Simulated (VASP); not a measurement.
Set up this calculation in VASP 6.6.1, as the native input.

```
Task                   : single point
Functional             : PBE
Dispersion             : D3(BJ)
Potentials or basis    : VASP PAW PBE potentials, release 64 (B, N)
Cutoff                 : 520 eV
k mesh                 : 12 × 12 × 12
Occupations            : gaussian, width 0.05 eV
Spin                   : no spin polarisation
Dipole correction      : no
Further INCAR settings : ALGO = Normal; EDIFF = 1e-06; NBANDS = 11
```

The structure of BN lies in POSCAR:

```
BN
1.0
    0.0000000000      3.4336012295      2.0515610543
    1.2891804159      0.0000000000      2.0515610543
    1.2891804159      3.4336012295      0.0000000000
B N
1 1
Direct
    0.0001068737      0.0001068737      0.9998931263
    0.6665931163      0.6665931163      0.3334068837
```

This cell differs from its parent crystal: ratio of the length along z to the lengths across it x 0.92, volume and fractional coordinates fixed.

One way to write it, as run:

INCAR

```
ALGO     = Normal         # electronic algorithm
EDIFF    = 1E-6           # SCF threshold, eV
ENCUT    = 520            # plane-wave cutoff, eV
GGA      = PE             # functional
ISIF     = 2              # what is computed and relaxed
ISMEAR   = 0              # smearing method
IVDW     = 12             # dispersion correction
LASPH    = True           # aspherical terms in the spheres
LCHARG   = False          # write CHGCAR
LREAL    = False          # projectors in reciprocal space
LWAVE    = False          # write WAVECAR
NBANDS   = 11             # bands
NELM     = 100            # most SCF steps
PREC     = Accurate       # precision mode
SIGMA    = 0.05           # smearing width, eV
```

KPOINTS

```
k-points
0
Gamma
  12 12 12
```

Potentials or basis: VASP PAW PBE potentials, release 64 (B, N).

Launch:

```sh
$ cat potpaw_PBE.64/B/POTCAR potpaw_PBE.64/N/POTCAR > POTCAR
$ mpirun -np 1 vasp_std > vasp.out
```

Results of the run:

| Quantity | Value |
| --- | --- |
| Pressure | 11.7 GPa |
| Largest force | 1.555 eV/Å |
| Band gap on the k mesh | 3.97 eV (least direct gap 4.65 eV) |
| Dispersion energy per atom | -0.139 eV |

Caveat: the cell stands under pressure; forces of over 1 eV/Å act on the atoms, so gaps and moduli don't describe the material at rest.

Wall time 68 s on 1 thread of Intel Xeon 8259CL, with other jobs on the host, peak memory 0.19 GiB.
